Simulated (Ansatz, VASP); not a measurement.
## LiCl: VASP beside Ansatz

Contents of POSCAR:

```
LiCl
1.0
    0.0000000000      2.5647700000      2.5647700000
    2.5647700000      0.0000000000      2.5647700000
    2.5647700000      2.5647700000      0.0000000000
Cl Li
1 1
Direct
    0.5000000000      0.5000000000      0.5000000000
    0.0000000000      0.0000000000      0.0000000000
```

File INCAR.step1:

```
SYSTEM = LiCl
PREC = Accurate
ENCUT = 520
EDIFF = 1E-5
ISMEAR = -1
SIGMA = 0.05
LREAL = .FALSE.
LASPH = .TRUE.
NELM = 60
ALGO = Normal
ISIF = 2
LWAVE = .TRUE.
LCHARG = .FALSE.
NBANDS = 12
GGA = PE
```

INCAR.step2

```
SYSTEM = LiCl
PREC = Accurate
ENCUT = 520
EDIFF = 1E-6
ISMEAR = -1
SIGMA = 0.05
LREAL = .FALSE.
LASPH = .TRUE.
NELM = 60
ALGO = Normal
ISIF = 2
LWAVE = .FALSE.
LCHARG = .FALSE.
GGA = PE
LHFCALC = .TRUE.
HFSCREEN = 0.2079
PRECFOCK = Normal
NBANDS = 12
ISTART = 1
```

The input KPOINTS:

```
regular mesh
0
G
  5 5 5
  0 0 0
```

The input input.yaml:

```yaml
crystal:
  lattice:
    - [0.0, 2.56477, 2.56477]
    - [2.56477, 0.0, 2.56477]
    - [2.56477, 2.56477, 0.0]
  atoms:
    - { symbol: Cl, position: [0.5, 0.5, 0.5] }
    - { symbol: Li, position: [0.0, 0.0, 0.0] }
hamiltonian:
  xc: hse06
  pseudopotentials: { kind: paw }
kpoints:
  mp_grid: { grid: [5, 5, 5] }
scf:
  occupations: { method: fermi_dirac, width: 0.05 }
  n_extra_bands: 6
output:
  forces: true
  stress: true
  eigenvalues: true
  dos: { projected: true, de: 0.05 }
```

Alike in both runs: functional HSE06; k mesh 5 × 5 × 5; occupations fermi-dirac, width 0.05 eV; no spin polarisation.

|  | VASP | Ansatz |
| --- | --- | --- |
| version | VASP 6.6.1 | Ansatz 0.2.0 |
| potentials or method | VASP PAW PBE potentials, release 64 (Cl, Li_sv) | Ansatz PAW |
| plane-wave cutoff (eV) | 520 | 420 |
| valence electrons in the cell | 10 | 10 |
| task | single point | projected density of states |

```tsv
	VASP	Ansatz	Ansatz less VASP
gap on the k mesh at the Fermi level (eV)	7.73	7.73	-0.006
least direct gap on the mesh (eV)	7.73	7.73	-0.006
```

With one functional, cell and mesh, what is left measures potentials, basis and numerics.

The k mesh is coarse, so the values compare programs but aren't converged. Noted on VASP's run: the cutoff is under 1.25 times that of the potentials, so the pressure is a little rough. Noted on Ansatz's run: odd divisions of the mesh miss points on the zone boundary, where band edges often lie, so the gap on the mesh can be too wide.
